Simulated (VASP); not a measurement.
Runs of VASP 6.6.1 on BN. The structure is that of space group P-6m2 (No. 187), or close to it. The cells are those of the table. 

```tsv
cell	gap on the mesh (eV)
a = 2.512, b = 2.512, c = 26.000 Å, angles 90.0, 90.0, 120.0°, 2 atoms	(a)
a = 2.383, b = 2.383, c = 26.000 Å, angles 90.0, 90.0, 120.0°, 2 atoms	(b)
a = 2.577, b = 2.577, c = 26.000 Å, angles 90.0, 90.0, 120.0°, 2 atoms	4.46
a = 2.545, b = 2.545, c = 26.000 Å, angles 90.0, 90.0, 120.0°, 2 atoms	4.56
a = 2.416, b = 2.416, c = 26.000 Å, angles 90.0, 90.0, 120.0°, 2 atoms	4.55
```

Alike in all rows: task single point; level PBE+D3(BJ); potentials or basis VASP PAW PBE potentials, release 64 (B, N); no spin polarisation; k mesh 12 × 12 × 1; cutoff (eV) 520; smearing gaussian 0.02 eV.

**Question.** Estimate the missing entries.

**Answer.** (a) 4.66; (b) 4.49.

A k mesh can miss the band edges.
